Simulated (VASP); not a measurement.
Runs of VASP 6.6.1 on BaTe. The structure is that of space group F-43m (No. 216), or close to it. The cells are those of the table. 

```csv
level,cell,k mesh,cutoff (eV),smearing,gap on the mesh (eV),pressure (GPa)
PBE,"a = 5.535 Å, angles 60.0°, 2 atoms",6 × 6 × 6,500,fermi-dirac 0.02 eV,2.58,0.2
PBE,"a = 5.535, b = 5.647, c = 5.647 Å, angles 58.7, 60.7, 60.7°, 2 atoms",6 × 6 × 6,500,fermi-dirac 0.02 eV,2.49,-0.5
PBE,"a = 5.369 Å, angles 60.0°, 2 atoms",6 × 6 × 6,500,fermi-dirac 0.02 eV,2.69,2.3
PBE,"a = 5.452 Å, angles 60.0°, 2 atoms",4 × 4 × 4,500,gaussian 0.01 eV,2.64,1.2
r2SCAN,"a = 5.425 Å, angles 61.3°, 2 atoms",6 × 6 × 6,550,gaussian 0.01 eV,2.97,0.8
r2SCAN,"a = 5.452 Å, angles 60.0°, 2 atoms",6 × 6 × 6,550,gaussian 0.01 eV,3.01,1.2
r2SCAN,"a = 5.535 Å, angles 60.0°, 2 atoms",6 × 6 × 6,550,gaussian 0.01 eV,(b),0.2
PBE,"a = 5.516 Å, angles 60.6°, 2 atoms",6 × 6 × 6,500,fermi-dirac 0.02 eV,2.57,0.2
r2SCAN,"a = 5.369 Å, angles 60.0°, 2 atoms",6 × 6 × 6,550,gaussian 0.01 eV,3.07,(a)
PBE,"a = 5.369 Å, angles 60.0°, 2 atoms",4 × 4 × 4,500,gaussian 0.01 eV,2.69,2.3
PBE,"a = 5.452 Å, angles 60.0°, 2 atoms",6 × 6 × 6,500,fermi-dirac 0.02 eV,2.64,1.2
PBE,"a = 5.425 Å, angles 61.3°, 2 atoms",6 × 6 × 6,500,fermi-dirac 0.02 eV,2.60,0.8
```

Alike in all rows: task single point; potentials or basis VASP PAW PBE potentials, release 64 (Ba_sv, Te); no spin polarisation.

Problem. Estimate the missing entries.

Solution. (a) 2.4; (b) 2.95.

Caveats: spin-orbit coupling is left out, which moves the levels of the heavy elements; the PAW data sets were made with another functional, which shifts forces and pressure a little (some runs).

A k mesh can miss the band edges, and the runs leave out spin-orbit coupling on Ba, Te.
